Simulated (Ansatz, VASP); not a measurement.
## One calculation of Sn2Te3O, two programs

```
Sn Te O
1.0
     4.13559    0.00000    0.00000
     0.00000    4.13559    0.00000
     0.00000    0.00000    8.77981
Sn Te O
2 3 1
Direct
  0.50000 0.50000 0.72860
  0.00000 0.00000 0.27024
  0.50000 0.00000 0.99856
  0.00000 0.50000 0.99856
  0.50000 0.50000 0.37889
  0.00000 0.00000 0.62515
```

Change from the starting cell: species swapped into the Zr2As3S type (P4mm, No. 99).

Alike in both runs: task single point; functional PBE; k mesh 4 × 4 × 2; occupations gaussian, width 0.1 eV; no spin polarisation.

|  | VASP | Ansatz |
| --- | --- | --- |
| version | VASP 6.6.1 | Ansatz 0.2.0 |
| potentials or method | VASP PAW PBE potentials, release 64 (Sn_d, Te, O), cutoff 600 eV | scalar-relativistic, plane waves, PAW |
| valence electrons in the cell | 52 | 82 |

```csv
,VASP,Ansatz,Ansatz less VASP
gap on the k mesh at the Fermi level (eV),none,none,-
pressure (GPa),5.8,5.8,+0.04
"traceless stress, the component that is largest in VASP (GPa)",1.19,1.21,+0.018
rms of the force components (eV/Å),0.867,0.866,-0.0014
```

Atom by atom the forces differ by 0.002 eV/Å (rms over components). A gap of «none» marks a metal or a gap that the smearing closes. VASP's potentials hold 52 valence electrons a cell and Ansatz's 82, so a difference there can come from the potentials and not from the codes.

The k mesh is coarse, so the values compare programs but aren't converged. Neither program's run includes spin-orbit coupling.
